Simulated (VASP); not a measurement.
# AgO (F-43m) in VASP: a series of runs

The runs below take AgO through vibrations by perturbation theory, with PBEsol.

Everything below comes from runs of VASP 6.6.1. Logs are shortened: lines on timing, memory, paths and dates and some standing lists are left out, and cuts for length are marked.

## 1. The cell of the first run

Symmetry: F-43m, No. 216, cubic system. The conventional cell has a = 4.874 Å, b = 4.874 Å, c = 4.874 Å, α = 90.00°, β = 90.00°, γ = 90.00°. Ag (site symmetry -43m) has 4 O at 2.11 Å within 2.8 Å. O (site symmetry -43m) has 4 Ag at 2.11 Å within 2.8 Å.

## 2. Vibrations by perturbation theory, PBEsol

Input file INCAR:

```
SYSTEM = AgO
ALGO     = Normal         ! electronic algorithm
EDIFF    = 1E-8           ! SCF threshold, eV
ENCUT    = 520            ! plane-wave cutoff, eV
GGA      = PS             ! functional
IBRION   = 8              ! ionic algorithm
ISIF     = 2              ! what is computed and relaxed
ISMEAR   = -1             ! smearing method
LASPH    = .True.         ! aspherical terms in the spheres
LCHARG   = .True.         ! write CHGCAR
LREAL    = .False.        ! projectors in reciprocal space
LWAVE    = .False.        ! write WAVECAR
NBANDS   = 16             ! bands
NELM     = 80             ! most SCF steps
NSW      = 1              ! ionic steps
PREC     = Accurate       ! precision mode
SIGMA    = 0.15           ! smearing width, eV
```

Input file KPOINTS:

```
k-points
0
Gamma
  14 14 14
  0 0 0
```

Input file POSCAR:

```
AgO
1.0
    0.0000000000      2.4372259570      2.4372259570
    2.4372259570      0.0000000000      2.4372259570
    2.4372259570      2.4372259570      0.0000000000
Ag O
1 1
Direct
    0.0000000000      0.0000000000      0.0000000000
    0.7500000000      0.7500000000      0.7500000000
```

Potentials or basis: VASP PAW PBE potentials, release 64 (Ag, O).

Command:

```
> cat potpaw_PBE.64/Ag/POTCAR potpaw_PBE.64/O/POTCAR > POTCAR
> mpirun -np 1 vasp_std > vasp.out
```

OUTCAR:

```text
SYSTEM = AgO
   EDIFF = 1E-8
   ENCUT = 520
   GGA = PS
   IBRION = 8
   ISIF = 2
   ISMEAR = -1
   LASPH = .True.
   LREAL = .False.
   NELM = 80
   NSW = 1
   PREC = Accurate

 ion  position               nearest neighbor table
   1  0.000  0.000  0.000-   2 2.11   2 2.11   2 2.11   2 2.11
   2  0.750  0.750  0.750-   1 2.11   1 2.11   1 2.11   1 2.11

  LATTYP: Found a face centered cubic cell.
 ALAT       =     4.8744519140

  Lattice vectors:

 A1 = (   0.0000000000,   2.4372259570,   2.4372259570)
 A2 = (   2.4372259570,   0.0000000000,   2.4372259570)
 A3 = (   2.4372259570,   2.4372259570,   0.0000000000)

Analysis of symmetry for initial positions (statically):
=====================================================================
 Subroutine PRICEL returns:
 Original cell was already a primitive cell.

 Routine SETGRP: Setting up the symmetry group for a
 face centered cubic supercell.

 Subroutine GETGRP returns: Found 24 space group operations
 (whereof 24 operations were pure point group operations)
 out of a pool of 48 trial point group operations.

The static configuration has the point symmetry T_d .

Analysis of symmetry for dynamics (positions and initial velocities):
=====================================================================
 Subroutine PRICEL returns:
 Original cell was already a primitive cell.

 Routine SETGRP: Setting up the symmetry group for a
 face centered cubic supercell.

 Subroutine GETGRP returns: Found 24 space group operations
 (whereof 24 operations were pure point group operations)
 out of a pool of 48 trial point group operations.

The dynamic configuration has the point symmetry T_d .

 Subroutine INISYM returns: Found 24 space group operations
 (whereof 24 operations are pure point group operations),
 and found     1 'primitive' translations

----------------------------------------------------------------------------------------

                                     Primitive cell

  volume of cell :      28.9546

  direct lattice vectors                    reciprocal lattice vectors
     0.000000000  2.437225957  2.437225957    -0.205151270  0.205151270  0.205151270
     2.437225957  0.000000000  2.437225957     0.205151270 -0.205151270  0.205151270
     2.437225957  2.437225957  0.000000000     0.205151270  0.205151270 -0.205151270

  length of vectors
     3.446758003  3.446758003  3.446758003     0.355332423  0.355332423  0.355332423

  position of ions in fractional coordinates (direct lattice)
     0.000000000  0.000000000  0.000000000
     0.750000000  0.750000000  0.750000000

  ion indices of the primitive-cell ions
   primitive index   ion index
                 1           1
                 2           2

----------------------------------------------------------------------------------------

 KPOINTS: k-points

Automatic generation of k-mesh.
 Grid dimensions read from file:
 generate k-points for:   14   14   14

 Generating k-lattice:

  Cartesian coordinates                     Fractional coordinates (reciprocal lattice)
    -0.014653662  0.014653662  0.014653662     0.071428571  0.000000000  0.000000000
     0.014653662 -0.014653662  0.014653662     0.000000000  0.071428571  0.000000000
     0.014653662  0.014653662 -0.014653662     0.000000000  0.000000000  0.071428571

  Length of vectors
     0.025380887  0.025380887  0.025380887

  Shift w.r.t. Gamma in fractional coordinates (k-lattice)
     0.000000000  0.000000000  0.000000000

 Subroutine IBZKPT returns following result:
 ===========================================

 Found    104 irreducible k-points:

 Following reciprocal coordinates:
            Coordinates               Weight
  0.000000  0.000000  0.000000      1.000000
  0.071429  0.000000  0.000000      8.000000
  0.142857  0.000000  0.000000      8.000000
[... 32 lines left out ...]
   ISTART =      0    job   : 0-new  1-cont  2-samecut
   ICHARG =      2    charge: 1-file 2-atom 10-const
   ISPIN  =      1    spin polarized calculation?
   LNONCOLLINEAR =      F non collinear calculations
   LSORBIT =      F    spin-orbit coupling
   LASPH  =      T    aspherical Exc in radial PAW
   ENCUT  =  520.0 eV  38.22 Ry    6.18 a.u.   6.41  6.41  6.41*2*pi/ulx,y,z
   NELM   =     80;   NELMIN=  2; NELMDL= -5     # of ELM steps
   EDIFF  = 0.1E-07   stopping-criterion for ELM
   LREAL  =      F    real-space projection
   EDIFFG = 0.1E-06   stopping-criterion for IOM
   NSW    =      1    number of steps for IOM
   IBRION =      8    ionic relax: 0-MD 1-quasi-New 2-CG
   NFREE  =      0    steps in history (QN), initial steepest desc. (CG)
   ISIF   =      2    stress and relaxation
   ISYM   =      2    0-nonsym 1-usesym 2-fastsym
   POTIM  = 0.5000    time-step for ionic-motion
   TEBEG  =    0.0;   TEEND  =   0.0 temperature during run
   PSTRESS=    0.0 pullay stress
   NELECT =      17.0000    total number of electrons
   NUPDOWN=      -1.0000    fix difference up-down
   EMIN   =  10.00;   EMAX   =-10.00  energy-range for DOS
   EFERMI =   0.00;   METHOD = LEGACY
   ISMEAR =    -1;   SIGMA  =   0.15  broadening in eV -4-tet -1-fermi 0-gaus
   EFERMI_NEDOS =   21; number of points for ismear=-14 and -15
   IALGO  =     38    algorithm
   IMIX   =      4    mixing-type and parameters
     AMIX     =   0.40;   BMIX     =  1.00
     AMIX_MAG =   1.60;   BMIX_MAG =  1.00
  volume/ion in A,a.u.               =      14.48        97.70
  Fermi-wavevector in a.u.,A,eV,Ry     =   1.370836  2.590503 25.567932  1.879190
  Thomas-Fermi vector in A             =   2.496586
   LORBIT       =      0    0 simple, 1 ext, 2 COOP (PROOUT), +10 PAW based schemes
   GGA     = PS    functional components
   LHFCALC =     F    Hartree Fock is set to
   AEXX    =    0.0000 exact exchange contribution
   IVDW    =     0    specifies the selected vdW correction
   LEPSILON=     F    determine dielectric tensor
   LRPA    =     F    only Hartree local field effects (RPA)
 non-spin polarized calculation
  energy-cutoff  :      520.00
  volume of cell :       28.95
 maximum number of plane-waves:       795
 NGX is ok and might be reduce to    28
   NGX = 13   NGY = 13   NGZ = 13

--------------------------------------- Ionic step        1  -------------------------------------------

 number of electron      17.0000003 magnetization

 Free energy of the ion-electron system (eV)
  ---------------------------------------------------
  ext. energy  EPLUGINS =         0.00000000
  ---------------------------------------------------
  free energy    TOTEN  =        -8.13372652 eV

  energy without entropy =       -7.98677707  energy(sigma->0) =       -8.06025179

 E-fermi :   4.3863     XC(G=0): -11.0847

 val. band max:        4.3772087164   @ k =  -0.2857   0.2143   0.0714
 cond. band min:       4.3896936541   @ k =   0.1429   0.1429   0.0000
 fundamental gap:      0.0124849377
 Fermi energy:         4.3862609112

 k-point     1 :       0.0000    0.0000    0.0000
  band No.  band energies     occupation
      1     -13.7609      2.00000
      2      -1.4501      2.00000
      3      -1.4501      2.00000
      4      -1.4501      2.00000
      5       1.1884      2.00000
      6       1.1884      2.00000
[... 433 lines left out ...]
      3      -1.0826      2.00000
      4      -1.0714      2.00000
      5       0.9915      2.00000
      6       1.3129      2.00000
[... 8 lines left out ...]
     15      24.2293      0.00000
     16      25.1883      0.00000

 [... further k-points ...]

------------------------ aborting loop because EDIFF is reached ----------------------------------------

  FORCE on cell =-STRESS in cart. coord.  units (eV):
  Direction    XX          YY          ZZ          XY          YZ          ZX
  --------------------------------------------------------------------------------------
  -------------------------------------------------------------------------------------
  Total        1.0507563      1.0507563      1.0507563      0.0000000      0.0000000      0.0000000
  in kB       58.1426985     58.1426985     58.1426985      0.0000000      0.0000000      0.0000000
  external PRESSURE =      58.1426985 kB  Pullay stress =       0.0000000 kB

 VOLUME and BASIS-vectors are now :
 -----------------------------------------------------------------------------
  energy-cutoff  :      520.00
  volume of cell :       28.95
      direct lattice vectors                 reciprocal lattice vectors
     0.000000000  2.437225957  2.437225957    -0.205151270  0.205151270  0.205151270
     2.437225957  0.000000000  2.437225957     0.205151270 -0.205151270  0.205151270
     2.437225957  2.437225957  0.000000000     0.205151270  0.205151270 -0.205151270

 POSITION                                       TOTAL-FORCE (eV/Angst)
 -----------------------------------------------------------------------------------
      0.00000      0.00000      0.00000        -0.000000     -0.000000     -0.000000
      3.65584      3.65584      3.65584         0.000000      0.000000      0.000000
 -----------------------------------------------------------------------------------
    total drift:                                0.000000      0.000000     -0.000000

  FREE ENERGIE OF THE ION-ELECTRON SYSTEM (eV)
  ---------------------------------------------------
  free  energy   TOTEN  =        -8.1337265197 eV

  energy  without entropy=       -7.9867770665  energy(sigma->0) =       -8.06025179

[... ionic steps 2 to 3 ...]

--------------------------------------- Ionic step        4  -------------------------------------------

------------------------ aborting loop because EDIFF is reached ----------------------------------------

[... ionic steps 5 to 6 ...]

--------------------------------------- Ionic step        7  -------------------------------------------

 Free energy of the ion-electron system (eV)
  ---------------------------------------------------
  ---------------------------------------------------
  free energy    TOTEN  =        -0.35876371 eV

  energy without entropy =       -0.35876371

------------------------ aborting loop because EDIFF is reached ----------------------------------------

 INTERNAL STRAIN TENSOR  FOR ION    2  DIRECTION 1   (eV/Angst):
 -----------------------------------------------------------------------------
    -0.00451  0.00000  0.00000
     0.00000  0.00700  6.91614
    -0.00000  6.91614  0.00700

 INTERNAL STRAIN TENSOR FOR ION    2 for displacements in x,y,z  (eV/Angst):
          X           Y           Z          XY          YZ          ZX
  --------------------------------------------------------------------------------
  x    -0.00000     0.00000     0.00000    -0.00000     6.91614    -0.00000
  y     0.00000    -0.00000     0.00000    -0.00000    -0.00000     6.91614
  z     0.00000     0.00000    -0.00000     6.91614    -0.00000     0.00000

 SECOND DERIVATIVES (NOT SYMMETRIZED)
 ------------------------------------
               1X          1Y          1Z          2X          2Y          2Z
  1X    -3.744948    0.000000    0.000000    3.744948    0.000000    0.000000
  1Y     0.000000   -3.744948    0.000000    0.000000    3.744948    0.000000
  1Z     0.000000    0.000000   -3.744948    0.000000    0.000000    3.744948
  2X     3.762589    0.000000    0.000000   -3.762589    0.000000    0.000000
  2Y     0.000000    3.762589    0.000000    0.000000   -3.762589    0.000000
  2Z     0.000000    0.000000    3.762589    0.000000    0.000000   -3.762589

 Eigenvectors and eigenvalues of the dynamical matrix
 ----------------------------------------------------

   1 f  =    8.121494 THz    51.028855 2PiTHz  270.903896 cm-1    33.587787 meV
             X         Y         Z           dx          dy          dz
      0.000000  0.000000  0.000000    -0.047571   -0.352585    0.045424
      3.655839  3.655839  3.655839     0.123808    0.917634   -0.118220
[... 21 lines left out ...]
   6 f/i=    0.006389 THz     0.040146 2PiTHz    0.213128 cm-1     0.026424 meV
             X         Y         Z           dx          dy          dz
      0.000000  0.000000  0.000000     0.050268   -0.928944   -0.076770
      3.655839  3.655839  3.655839     0.019315   -0.356930   -0.029498

--------------------------------------------------------------------------------------------------------

 ELASTIC MODULI CONTR FROM IONIC RELAXATION (kBar)
 Direction    XX          YY          ZZ          XY          YZ          ZX
 --------------------------------------------------------------------------------
 XX          -0.0000      0.0000     -0.0000     -0.0000      0.0000     -0.0000
 YY           0.0000     -0.0000     -0.0000      0.0000     -0.0000      0.0000
 ZZ          -0.0000     -0.0000     -0.0000      0.0000      0.0000      0.0000
 XY          -0.0000      0.0000      0.0000   -697.8990      0.0000     -0.0000
 YZ           0.0000     -0.0000      0.0000      0.0000   -697.8990      0.0000
 ZX          -0.0000      0.0000      0.0000     -0.0000      0.0000   -697.8990
 --------------------------------------------------------------------------------
```

Wall time 9.4 min (1 thread of Intel Xeon 6975P-C (Granite Rapids), shared host); peak memory 0.51 GiB.

What came out:

| Property | Result |
| --- | --- |
| Highest phonon frequency at Γ, LO-TO splitting left out | 271 cm⁻¹ |

Phonon frequencies in cm⁻¹ (negative: imaginary):
| q point | frequencies |
| --- | --- |
| (0.000, 0.000, 0.000) | 0 0 0 271 271 271 |

Caveat: the cell stands under pressure or tension, which shifts response properties; the PAW data sets were made with another functional, which shifts forces and pressure a little.

## 3. Vibrations by perturbation theory, PBEsol (14.91 Å³/atom)

This run uses another cell than the first one, of 14.91 Å³/atom.

Input file INCAR:

```
SYSTEM = AgO
PREC = Accurate
ENCUT = 520
EDIFF = 1E-8
ISMEAR = -1
SIGMA = 0.15
LREAL = .False.
LASPH = .True.
NELM = 60
ALGO = Normal
ISIF = 2
LWAVE = .False.
LCHARG = .True.
GGA = PS
NBANDS = 16
IBRION = 8
NSW = 1
```

Input file KPOINTS:

```
Automatic mesh
0
Gamma
  14 14 14
  0 0 0
```

Input file POSCAR:

```
AgO
1.0
    0.0000000000      2.4614175986      2.4614175986
    2.4614175986      0.0000000000      2.4614175986
    2.4614175986      2.4614175986      0.0000000000
Ag O
1 1
Direct
    0.0000000000      0.0000000000      0.0000000000
    0.7500000000      0.7500000000      0.7500000000
```

Potentials or basis: VASP PAW PBE potentials, release 64 (Ag, O).

Command:

```
> cat potpaw_PBE.64/Ag/POTCAR potpaw_PBE.64/O/POTCAR > POTCAR
> mpirun -np 1 vasp_std > vasp.out
```

OUTCAR:

```text
SYSTEM = AgO
   PREC = Accurate
   ENCUT = 520
   EDIFF = 1E-8
   ISMEAR = -1
   LREAL = .False.
   LASPH = .True.
   NELM = 60
   ISIF = 2
   GGA = PS
   IBRION = 8
   NSW = 1

 ion  position               nearest neighbor table
   1  0.000  0.000  0.000-   2 2.13   2 2.13   2 2.13   2 2.13
   2  0.750  0.750  0.750-   1 2.13   1 2.13   1 2.13   1 2.13

  LATTYP: Found a face centered cubic cell.
 ALAT       =     4.9228351972

  Lattice vectors:

[... 711 lines left out ...]
               1X          1Y          1Z          2X          2Y          2Z
  1X    -3.175478    0.000000    0.000000    3.175478    0.000000    0.000000
  1Y     0.000000   -3.175478    0.000000    0.000000    3.175478    0.000000
  1Z     0.000000    0.000000   -3.175478    0.000000    0.000000    3.175478
  2X     3.184326    0.000000    0.000000   -3.184326    0.000000    0.000000
  2Y     0.000000    3.184326    0.000000    0.000000   -3.184326    0.000000
  2Z     0.000000    0.000000    3.184326    0.000000    0.000000   -3.184326

 Eigenvectors and eigenvalues of the dynamical matrix
 ----------------------------------------------------

   1 f  =    7.472310 THz    46.949906 2PiTHz  249.249419 cm-1    30.902975 meV
             X         Y         Z           dx          dy          dz
      0.000000  0.000000  0.000000    -0.340328   -0.114166    0.000000
      3.692126  3.692126  3.692126     0.884888    0.296843    0.000000
[... 21 lines left out ...]
   6 f/i=    0.003483 THz     0.021885 2PiTHz    0.116182 cm-1     0.014405 meV
             X         Y         Z           dx          dy          dz
      0.000000  0.000000  0.000000     0.734744    0.529757   -0.225060
      3.692126  3.692126  3.692126     0.282583    0.203745   -0.086558

--------------------------------------------------------------------------------------------------------

 ELASTIC MODULI CONTR FROM IONIC RELAXATION (kBar)
 Direction    XX          YY          ZZ          XY          YZ          ZX
 --------------------------------------------------------------------------------
 XX          -0.0000     -0.0000     -0.0000     -0.0000     -0.0000     -0.0000
 YY          -0.0000     -0.0000     -0.0000     -0.0000     -0.0000      0.0000
 ZZ          -0.0000     -0.0000     -0.0000      0.0000     -0.0000     -0.0000
 XY          -0.0000     -0.0000      0.0000   -525.5690     -0.0000      0.0000
 YZ          -0.0000     -0.0000     -0.0000     -0.0000   -525.5690     -0.0000
 ZX          -0.0000      0.0000     -0.0000      0.0000     -0.0000   -525.5690
 --------------------------------------------------------------------------------
```

OSZICAR:

```text
N       E                     dE             d eps       ncg     rms          rms(c)
DAV:   1     0.890285342184E+02    0.89029E+02   -0.83264E+03  3360   0.973E+02
[... 43 lines left out ...]
RMM:   6    -0.358932458562E+00    0.22033E-04   -0.10867E-07 23704   0.244E-03    0.120E-03
RMM:   7    -0.358932178832E+00    0.27973E-06   -0.26069E-08 23299   0.956E-04    0.268E-04
RMM:   8    -0.358930931913E+00    0.12469E-05   -0.94281E-09 23766   0.168E-04    0.898E-05
RMM:   9    -0.358930522837E+00    0.40908E-06    0.57514E-09 23821   0.841E-05    0.300E-05
RMM:  10    -0.358930484520E+00    0.38317E-07    0.22348E-10 23316   0.496E-05    0.948E-06
RMM:  11    -0.358930515463E+00   -0.30943E-07   -0.19995E-09 24200   0.212E-05    0.143E-06
RMM:  12    -0.358930521252E+00   -0.57886E-08    0.17382E-09 20909   0.140E-05    0.733E-07
 Linear response finished
```

stdout:

```text
POSCAR found type information on POSCAR AgO
 POSCAR found :  2 types and       2 ions
 scaLAPACK will be used
 -----------------------------------------------------------------------------
|                                                                             |
|                                                                             |
|     You enforced a specific xc type in the INCAR file but a different       |
|     I HOPE YOU KNOW WHAT YOU ARE DOING!                                     |
|                                                                             |
 -----------------------------------------------------------------------------

 LDA part: xc-table for (Slater+PW92), standard interpolation
 POSCAR, INCAR and KPOINTS ok, starting setup
 FFT: planning ... GRIDC
 FFT: planning ... GRID_SOFT
 FFT: planning ... GRID
 WAVECAR not read
 entering main loop
 Linear response reoptimize wavefunctions to high precision
 Linear response DOF=           2
 Linear response progress:
 first order change of Fermi-energy  -0.11742E-03
 force on displaced ion       1 direction 1 :  -3.175   0.000   0.000
 Linear response progress:
 first order change of Fermi-energy   0.22998E-03
 force on displaced ion       2 direction 1 :  -3.184  -0.000  -0.000
 Linear response finished
```

Run time: 9 min. Hardware: 1 thread of Intel Xeon 6975P-C (Granite Rapids), shared host; peak memory 0.51 GiB.

Results:

| Item | Value |
| --- | --- |
| Highest phonon frequency at Γ, LO-TO splitting left out | 249 cm⁻¹ |

Phonon frequencies in cm⁻¹ (negative: imaginary):
```csv
q point,frequencies
"(0.000, 0.000, 0.000)",0 0 0 249 249 249
```

Caveat: the cell stands under pressure or tension, which shifts response properties; the PAW data sets were made with another functional, which shifts forces and pressure a little.

(Part 1 of 3 ends here.)
